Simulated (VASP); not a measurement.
Crystal: CaSe.

```
CELL_PARAMETERS angstrom
0.00000 3.27951 3.27951
3.27951 0.00000 3.27951
3.27951 3.27951 0.00000
ATOMIC_POSITIONS crystal
Ca 0.00000 0.00000 0.00000
Se 0.25000 0.25000 0.25000
```

Base run:

| Item | Value |
| --- | --- |
| Program | VASP 6.6.1 |
| Functional | r2SCAN |
| Potentials or basis | VASP PAW PBE potentials, release 64 (Ca_sv, Se) |
| Cutoff | 520 eV |
| k mesh | 6 × 6 × 6 |
| Occupations | gaussian, width 0.05 eV |
| Spin | no spin polarisation |

Its results: band gap on the k mesh 3.69 eV, indirect (least direct gap 3.78 eV); pressure 0.2 GPa.

**Question.** The run is repeated on the same cell with these changes: functional from r2SCAN to RPBE. What comes out?

**Answer.** Band gap on the k mesh 3.46 eV, indirect (least direct gap 3.55 eV); pressure 1.9 GPa.

r2SCAN gives the wider gap, since meta-GGAs in the generalised Kohn-Sham scheme recover part of the derivative discontinuity.

Caveats: the PAW data sets were made with another functional, which shifts forces and pressure a little.

A k mesh can miss the band edges.
